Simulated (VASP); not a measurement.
# Sn3PbSe4: single point with PBE

The system is Sn3PbSe4.

```
CELL_PARAMETERS angstrom
6.10365 0.00000 0.00000
0.00000 6.10365 0.00000
0.00000 0.00000 6.10365
ATOMIC_POSITIONS crystal
Sn 0.50000 0.00000 0.00000
Sn 0.00000 0.00000 0.50000
Sn 0.00000 0.50000 0.00000
Pb 0.50000 0.50000 0.50000
Se 0.00000 0.50000 0.50000
Se 0.50000 0.50000 0.00000
Se 0.00000 0.00000 0.00000
Se 0.50000 0.00000 0.50000
```

- Program: VASP 6.6.1
- Task: single point
- Functional: PBE
- Potentials or basis: VASP PAW PBE potentials, release 64 (Sn_d, Pb_d, Se)
- Cutoff: 520 eV
- k mesh: 6 × 6 × 6
- Occupations: gaussian, width 0.1 eV
- Spin: no spin polarisation
- Dipole correction: no
- Further INCAR settings: ALGO = Normal; EDIFF = 1e-06; NBANDS = 50

The pressure is 0.0 GPa and the band gap on the k mesh is zero (filled and empty bands touch).

Levels at points of the mesh, in eV from the Fermi level:
| k point | band 36 | band 37 | band 38 | band 39 | band 40 | band 41 | band 42 | band 43 | band 44 | band 45 |
| --- | --- | --- | --- | --- | --- | --- | --- | --- | --- | --- |
| (0.00, 0.00, 0.00) | -3.53 | -3.53 | -2.17 | -2.17 | -2.17 | 3.15 | 3.15 | 3.15 | 4.15 | 4.15 |
| (0.50, 0.00, 0.00) | -2.92 | -1.84 | -1.72 | -0.98 | -0.91 | 1.35 | 1.48 | 1.93 | 2.08 | 3.93 |
| (0.50, 0.50, 0.00) | -1.90 | -1.07 | -0.70 | -0.70 | -0.69 | 0.98 | 1.04 | 1.09 | 1.09 | 1.62 |
| (0.50, 0.50, 0.50) | -1.77 | -0.30 | -0.08 | -0.04 | -0.04 | -0.04 | 0.36 | 0.36 | 0.36 | 1.16 |

It took 2.2 min on 1 thread of Intel(R) Xeon(R) Platinum 8488C (Sapphire Rapids), on a shared host, peak memory 0.44 GiB.

Caveat: semilocal functionals underestimate gaps, so a narrow gap can read as zero; spin-orbit coupling is left out, which moves the levels of the heavy elements.
